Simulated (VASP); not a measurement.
# PtSe2 (Fm-3m) in VASP: notebook

The runs below take PtSe2 through single point, with LDA, PBEsol, r2SCAN, PBE.

All numbers are computed with VASP 6.6.1; they aren't measurements. Logs are shortened: lines on timing, memory, paths and dates and some standing lists are left out, and cuts for length are marked.

### Step 1. The cell of the first run

It takes space group Fm-3m (No. 225, cubic). Conventional cell: a = 6.160 Å, b = 6.160 Å, c = 6.160 Å, α = 90.00°, β = 90.00°, γ = 90.00°. Within 3.5 Å of Pt (site symmetry m-3m) lie 8 Se at 2.67 Å. Se (site symmetry -43m) has 4 Pt at 2.67 Å and 6 Se at 3.08 Å within 3.5 Å.

### Step 2. Single point, LDA

File INCAR:

```
ALGO     = Normal         # electronic algorithm
EDIFF    = 1E-6           # SCF threshold, eV
ENCUT    = 520            # plane-wave cutoff, eV
GGA      = CA             # functional
ISIF     = 2              # what is computed and relaxed
ISMEAR   = -1             # smearing method
LASPH    = True           # aspherical terms in the spheres
LCHARG   = False          # write CHGCAR
LREAL    = False          # projectors in reciprocal space
LWAVE    = False          # write WAVECAR
NBANDS   = 18             # bands
NELM     = 100            # most SCF steps
PREC     = Accurate       # precision mode
SIGMA    = 0.02           # smearing width, eV
```

File KPOINTS:

```
k-points
0
Gamma
  6 6 6
```

File POSCAR:

```
PtSe2
1.0
    0.0000000000      3.0801093494      3.0801093494
    3.0801093494      0.0000000000      3.0801093494
    3.0801093494      3.0801093494      0.0000000000
Pt Se
1 2
Direct
    0.0000000000      0.0000000000      0.0000000000
    0.2500000000      0.2500000000      0.2500000000
    0.7500000000      0.7500000000      0.7500000000
```

Potentials or basis: VASP PAW LDA potentials, release 64 (Pt, Se).

Run with:

```
cat potpaw_LDA.64/Pt/POTCAR potpaw_LDA.64/Se/POTCAR > POTCAR
mpirun -np 1 vasp_std > vasp.out
```

OUTCAR:

```text
EDIFF = 1E-6
   ENCUT = 520
   GGA = CA
   ISIF = 2
   ISMEAR = -1
   LASPH = True
   LREAL = False
   NELM = 100
   PREC = Accurate

 ion  position               nearest neighbor table
   1  0.000  0.000  0.000-   3 2.67   3 2.67   3 2.67   2 2.67   2 2.67   2 2.67   3 2.67   2 2.67

   2  0.250  0.250  0.250-   1 2.67   1 2.67   1 2.67   1 2.67
   3  0.750  0.750  0.750-   1 2.67   1 2.67   1 2.67   1 2.67

  LATTYP: Found a face centered cubic cell.
 ALAT       =     6.1602186988

  Lattice vectors:

 A1 = (   0.0000000000,   3.0801093494,   3.0801093494)
 A2 = (   3.0801093494,   0.0000000000,   3.0801093494)
 A3 = (   3.0801093494,   3.0801093494,   0.0000000000)

Analysis of symmetry for initial positions (statically):
=====================================================================
 Subroutine PRICEL returns:
 Original cell was already a primitive cell.

 Routine SETGRP: Setting up the symmetry group for a
 face centered cubic supercell.

 Subroutine GETGRP returns: Found 48 space group operations
 (whereof 48 operations were pure point group operations)
 out of a pool of 48 trial point group operations.

The static configuration has the point symmetry O_h .

Analysis of symmetry for dynamics (positions and initial velocities):
=====================================================================
 Subroutine PRICEL returns:
 Original cell was already a primitive cell.

 Routine SETGRP: Setting up the symmetry group for a
 face centered cubic supercell.

 Subroutine GETGRP returns: Found 48 space group operations
 (whereof 48 operations were pure point group operations)
 out of a pool of 48 trial point group operations.

The dynamic configuration has the point symmetry O_h .

 Subroutine INISYM returns: Found 48 space group operations
 (whereof 48 operations are pure point group operations),
 and found     1 'primitive' translations

----------------------------------------------------------------------------------------

                                     Primitive cell

  volume of cell :      58.4424

  direct lattice vectors                    reciprocal lattice vectors
     0.000000000  3.080109349  3.080109349    -0.162331899  0.162331899  0.162331899
     3.080109349  0.000000000  3.080109349     0.162331899 -0.162331899  0.162331899
     3.080109349  3.080109349  0.000000000     0.162331899  0.162331899 -0.162331899

  length of vectors
     4.355932416  4.355932416  4.355932416     0.281167097  0.281167097  0.281167097

  position of ions in fractional coordinates (direct lattice)
     0.000000000  0.000000000  0.000000000
     0.250000000  0.250000000  0.250000000
     0.750000000  0.750000000  0.750000000

  ion indices of the primitive-cell ions
   primitive index   ion index
                 1           1
                 2           2
                 3           3

----------------------------------------------------------------------------------------

 KPOINTS: k-points

Automatic generation of k-mesh.
 Grid dimensions read from file:
 generate k-points for:    6    6    6

 Generating k-lattice:

  Cartesian coordinates                     Fractional coordinates (reciprocal lattice)
    -0.027055317  0.027055317  0.027055317     0.166666667  0.000000000  0.000000000
     0.027055317 -0.027055317  0.027055317     0.000000000  0.166666667  0.000000000
     0.027055317  0.027055317 -0.027055317     0.000000000  0.000000000  0.166666667

  Length of vectors
     0.046861183  0.046861183  0.046861183

  Shift w.r.t. Gamma in fractional coordinates (k-lattice)
     0.000000000  0.000000000  0.000000000

 Subroutine IBZKPT returns following result:
 ===========================================

 Found     16 irreducible k-points:

 Following reciprocal coordinates:
            Coordinates               Weight
  0.000000  0.000000  0.000000      1.000000
  0.166667  0.000000  0.000000      8.000000
  0.333333  0.000000  0.000000      8.000000
  0.500000  0.000000  0.000000      4.000000
  0.166667  0.166667  0.000000      6.000000
  0.333333  0.166667  0.000000     24.000000
[... 8 lines left out ...]
 -0.333333  0.333333  0.166667     24.000000
 -0.333333  0.500000  0.166667     12.000000
   k-points           NKPTS =     16   k-points in BZ     NKDIM =     16   number of bands    NBANDS=     18
   number of dos      NEDOS =    301   number of ions     NIONS =      3
   total plane-waves  NPLWV =  32768
   dimension x,y,z NGX =    32 NGY =   32 NGZ =   32
   dimension x,y,z NGXF=    64 NGYF=   64 NGZF=   64
   ions per type =               1   2
   NGX,Y,Z   is equivalent  to a cutoff of  12.21, 12.21, 12.21 a.u.
   NGXF,Y,Z  is equivalent  to a cutoff of  24.43, 24.43, 24.43 a.u.
 SYSTEM =  unknown system
   PREC   = accura    normal or accurate (medium, high low for compatibility)
   ISTART =      0    job   : 0-new  1-cont  2-samecut
   ICHARG =      2    charge: 1-file 2-atom 10-const
   ISPIN  =      1    spin polarized calculation?
   LNONCOLLINEAR =      F non collinear calculations
   LSORBIT =      F    spin-orbit coupling
   LASPH  =      T    aspherical Exc in radial PAW
   ENCUT  =  520.0 eV  38.22 Ry    6.18 a.u.   8.10  8.10  8.10*2*pi/ulx,y,z
   NELM   =    100;   NELMIN=  2; NELMDL= -5     # of ELM steps
   EDIFF  = 0.1E-05   stopping-criterion for ELM
   LREAL  =      F    real-space projection
   EDIFFG = 0.1E-04   stopping-criterion for IOM
   NSW    =      0    number of steps for IOM
   IBRION =     -1    ionic relax: 0-MD 1-quasi-New 2-CG
   NFREE  =      0    steps in history (QN), initial steepest desc. (CG)
   ISIF   =      2    stress and relaxation
   ISYM   =      2    0-nonsym 1-usesym 2-fastsym
   POTIM  = 0.5000    time-step for ionic-motion
   TEBEG  =    0.0;   TEEND  =   0.0 temperature during run
   PSTRESS=    0.0 pullay stress
   NELECT =      22.0000    total number of electrons
   NUPDOWN=      -1.0000    fix difference up-down
   EMIN   =  10.00;   EMAX   =-10.00  energy-range for DOS
   EFERMI =   0.00;   METHOD = LEGACY
   ISMEAR =    -1;   SIGMA  =   0.02  broadening in eV -4-tet -1-fermi 0-gaus
   EFERMI_NEDOS =   21; number of points for ismear=-14 and -15
   IALGO  =     38    algorithm
   IMIX   =      4    mixing-type and parameters
     AMIX     =   0.40;   BMIX     =  1.00
     AMIX_MAG =   1.60;   BMIX_MAG =  1.00
  volume/ion in A,a.u.               =      19.48       131.46
  Fermi-wavevector in a.u.,A,eV,Ry     =   1.182060  2.233770 19.010962  1.397266
  Thomas-Fermi vector in A             =   2.318322
   LORBIT       =      0    0 simple, 1 ext, 2 COOP (PROOUT), +10 PAW based schemes
   GGA     = CA    functional components
   LHFCALC =     F    Hartree Fock is set to
   AEXX    =    0.0000 exact exchange contribution
   IVDW    =     0    specifies the selected vdW correction
   LEPSILON=     F    determine dielectric tensor
   LRPA    =     F    only Hartree local field effects (RPA)
 non-spin polarized calculation
  energy-cutoff  :      520.00
  volume of cell :       58.44
 maximum number of plane-waves:      1591
   NGX = 17   NGY = 17   NGZ = 17

 number of electron      21.9999995 magnetization

 Free energy of the ion-electron system (eV)
  ---------------------------------------------------
  ext. energy  EPLUGINS =         0.00000000
  ---------------------------------------------------
  free energy    TOTEN  =       -15.68162608 eV

  energy without entropy =      -15.67638492  energy(sigma->0) =      -15.67900550

 E-fermi :   7.6444     XC(G=0): -11.1506

 val. band max:        7.6294374815   @ k =   0.1667   0.0000   0.0000
 cond. band min:       7.6570643660   @ k =   0.1667   0.1667   0.0000
 fundamental gap:      0.0276268845
 Fermi energy:         7.6444302329

 k-point     1 :       0.0000    0.0000    0.0000
  band No.  band energies     occupation
      1      -9.0156      2.00000
      2      -4.6760      2.00000
      3       0.3237      2.00000
      4       0.3237      2.00000
      5       0.3237      2.00000
      6       3.3552      2.00000
[... 10 lines left out ...]
     17      10.6179      0.00000
     18      14.6189      0.00000

 k-point     2 :       0.1667    0.0000    0.0000
  band No.  band energies     occupation
      1      -8.7654      2.00000
      2      -5.1485      2.00000
      3       0.4876      2.00000
      4       0.4876      2.00000
      5       1.0770      2.00000
      6       3.1850      2.00000
[... 10 lines left out ...]
     17      12.1604      0.00000
     18      15.9467      0.00000

 k-point     3 :       0.3333    0.0000    0.0000
  band No.  band energies     occupation
      1      -8.0819      2.00000
      2      -6.0787      2.00000
      3       0.8515      2.00000
      4       0.8515      2.00000
      5       2.4320      2.00000
      6       2.6132      2.00000
[... 10 lines left out ...]
     17      14.2461      0.00000
     18      17.4941      0.00000

 k-point     4 :       0.5000    0.0000    0.0000
  band No.  band energies     occupation
      1      -7.3101      2.00000
      2      -6.9094      2.00000
      3       1.0439      2.00000
      4       1.0439      2.00000
      5       1.6465      2.00000
      6       3.4994      2.00000
[... 207 lines left out ...]
      4       0.4992      2.00000
      5       1.3643      2.00000
      6       2.5787      2.00000
[... 10 lines left out ...]
     17      15.4776      0.00000
     18      16.2705      0.00000

 k-point    15 :      -0.3333    0.3333    0.1667
  band No.  band energies     occupation
      1      -6.9838      2.00000
      2      -6.8717      2.00000
      3      -0.1848      2.00000
      4       0.3481      2.00000
      5       1.7500      2.00000
      6       2.4189      2.00000
[... 10 lines left out ...]
     17      15.9652      0.00000
     18      16.5580      0.00000

 k-point    16 :      -0.3333    0.5000    0.1667
  band No.  band energies     occupation
      1      -7.0764      2.00000
      2      -6.6182      2.00000
      3      -0.8427      2.00000
      4       0.5324      2.00000
      5       1.9074      2.00000
      6       2.4452      2.00000
[... 10 lines left out ...]
     17      16.0878      0.00000
     18      17.1098      0.00000

------------------------ aborting loop because EDIFF is reached ----------------------------------------

  FORCE on cell =-STRESS in cart. coord.  units (eV):
  Direction    XX          YY          ZZ          XY          YZ          ZX
  --------------------------------------------------------------------------------------
  -------------------------------------------------------------------------------------
  Total        0.1162730      0.1162730      0.1162730      0.0000000      0.0000000     -0.0000000
  in kB        3.1875787      3.1875787      3.1875787      0.0000000      0.0000000     -0.0000000
  external PRESSURE =       3.1875787 kB  Pullay stress =       0.0000000 kB

 VOLUME and BASIS-vectors are now :
 -----------------------------------------------------------------------------
  energy-cutoff  :      520.00
  volume of cell :       58.44
      direct lattice vectors                 reciprocal lattice vectors
     0.000000000  3.080109349  3.080109349    -0.162331899  0.162331899  0.162331899
     3.080109349  0.000000000  3.080109349     0.162331899 -0.162331899  0.162331899
     3.080109349  3.080109349  0.000000000     0.162331899  0.162331899 -0.162331899

 POSITION                                       TOTAL-FORCE (eV/Angst)
 -----------------------------------------------------------------------------------
      0.00000      0.00000      0.00000        -0.000000     -0.000000      0.000000
      1.54005      1.54005      1.54005         0.000000      0.000000      0.000000
      4.62016      4.62016      4.62016        -0.000000     -0.000000     -0.000000
 -----------------------------------------------------------------------------------
    total drift:                                0.000000     -0.000000      0.000000

  FREE ENERGIE OF THE ION-ELECTRON SYSTEM (eV)
  ---------------------------------------------------
  free  energy   TOTEN  =       -15.6816260785 eV

  energy  without entropy=      -15.6763849177  energy(sigma->0) =      -15.67900550
```

Run time: 7.1 s. Hardware: 1 thread of Intel Xeon Platinum 8488C (Sapphire Rapids), shared host; peak memory 0.16 GiB.

Results:

- Free energy: -15.6816 eV
- Pressure: 0.3 GPa
- Band gap on the k mesh: zero (bands 11 and 12 overlap by 0.52 eV)

Caveat: spin-orbit coupling is left out, which moves the levels of the heavy elements.

### Step 3. Single point, PBEsol

This run uses another cell than the first one, of 19.86 Å³/atom.

INCAR, as its differences from that of step 2:

```diff
@@ -3,3 +3,3 @@
 ENCUT    = 520            # plane-wave cutoff, eV
-GGA      = CA             # functional
+GGA      = PS             # functional
 ISIF     = 2              # what is computed and relaxed
@@ -11,3 +11,3 @@
 NBANDS   = 18             # bands
-NELM     = 100            # most SCF steps
+NELM     = 80             # most SCF steps
 PREC     = Accurate       # precision mode
```

KPOINTS is that of step 2.

File POSCAR:

```
PtSe2
1.0
    0.0000000000      3.0999784935      3.0999784935
    3.0999784935      0.0000000000      3.0999784935
    3.0999784935      3.0999784935      0.0000000000
Pt Se
1 2
Direct
    0.0000000000      0.0000000000      0.0000000000
    0.2500000000      0.2500000000      0.2500000000
    0.7500000000      0.7500000000      0.7500000000
```

Potentials or basis: VASP PAW PBE potentials, release 64 (Pt, Se).

Run with:

```
cat potpaw_PBE.64/Pt/POTCAR potpaw_PBE.64/Se/POTCAR > POTCAR
mpirun -np 1 vasp_std > vasp.out
```

It took 15 s on 1 thread of Intel Xeon Platinum 8488C (Sapphire Rapids), shared host; peak memory 0.2 GiB.

The run converged. Its results:

```
Free energy            : -14.5068 eV
Pressure               : 0.0 GPa
Band gap on the k mesh : zero (bands 11 and 12 overlap by 0.52 eV)
```

Levels at points of the mesh, in eV from the Fermi level:
```
           k point  band 7  band 8  band 9  band 10  band 11  band 12  band 13  band 14  band 15  band 16
(0.00, 0.00, 0.00)   -4.18   -1.39   -1.39    -1.39     0.05     0.05     0.05     1.66     3.00     3.00
(0.50, 0.00, 0.00)   -4.03   -3.98   -3.98    -3.93    -2.63     0.17     0.17     4.45     5.97     7.04
(0.50, 0.50, 0.00)   -4.94   -4.12   -3.81    -2.82     0.50     1.36     1.36     1.62     6.31     6.84
```

Caveat: the PAW data sets were made with another functional, which shifts forces and pressure a little; spin-orbit coupling is left out, which moves the levels of the heavy elements.

### Step 4. Single point, r2SCAN

This run uses another cell than the first one, of 20.46 Å³/atom.

File POSCAR:

```
PtSe2
1.0
    0.0000000000      3.1308957810      3.1308957810
    3.1308957810      0.0000000000      3.1308957810
    3.1308957810      3.1308957810      0.0000000000
Pt Se
1 2
Direct
    0.0000000000      0.0000000000      0.0000000000
    0.2500000000      0.2500000000      0.2500000000
    0.7500000000      0.7500000000      0.7500000000
```

File INCAR.step1:

```
ALGO = Normal
EDIFF = 1E-4
ENCUT = 520
GGA = PE
ISMEAR = -1
LASPH = T
LCHARG = F
LREAL = F
LWAVE = T
NBANDS = 18
NELM = 80
PREC = Accurate
SIGMA = 0.02
```

File INCAR.step2:

```
ALGO = Normal
EDIFF = 1E-6
ENCUT = 520
ISIF = 2
ISMEAR = -1
ISTART = 1
LASPH = T
LCHARG = T
LELF = T
LMIXTAU = T
LREAL = F
LVHAR = T
LWAVE = F
METAGGA = R2SCAN
NBANDS = 18
NELM = 80
PREC = Accurate
SIGMA = 0.02
```

KPOINTS is that of step 3.

Run with:

```
cat potpaw_PBE.64/Pt/POTCAR potpaw_PBE.64/Se/POTCAR > POTCAR
cp INCAR.step1 INCAR
mpirun -np 1 vasp_std > vasp.out
cp INCAR.step2 INCAR
mpirun -np 1 vasp_std > vasp.out
```

It took 55 s on 1 thread of Intel Xeon Platinum 8488C (Sapphire Rapids), shared host; peak memory 0.21 GiB.

The run converged. Its results:

| Property | Result |
| --- | --- |
| Free energy | -79.6284 eV |
| Pressure | 0.0 GPa |
| Band gap on the k mesh | zero (bands 11 and 12 overlap by 0.41 eV) |

Levels at points of the mesh, in eV from the Fermi level:
```csv
k point,band 7,band 8,band 9,band 10,band 11,band 12,band 13,band 14,band 15,band 16
"(0.00, 0.00, 0.00)",-4.17,-1.46,-1.46,-1.46,0.04,0.04,0.04,1.96,3.50,3.50
"(0.50, 0.00, 0.00)",-4.03,-3.98,-3.98,-3.89,-2.61,0.16,0.16,4.63,6.47,7.53
"(0.50, 0.50, 0.00)",-4.93,-4.07,-3.83,-2.81,0.40,1.30,1.30,1.86,6.90,7.53
```

Caveat: the PAW data sets were made with another functional, which shifts forces and pressure a little; spin-orbit coupling is left out, which moves the levels of the heavy elements.

[end of part 1 of 2]
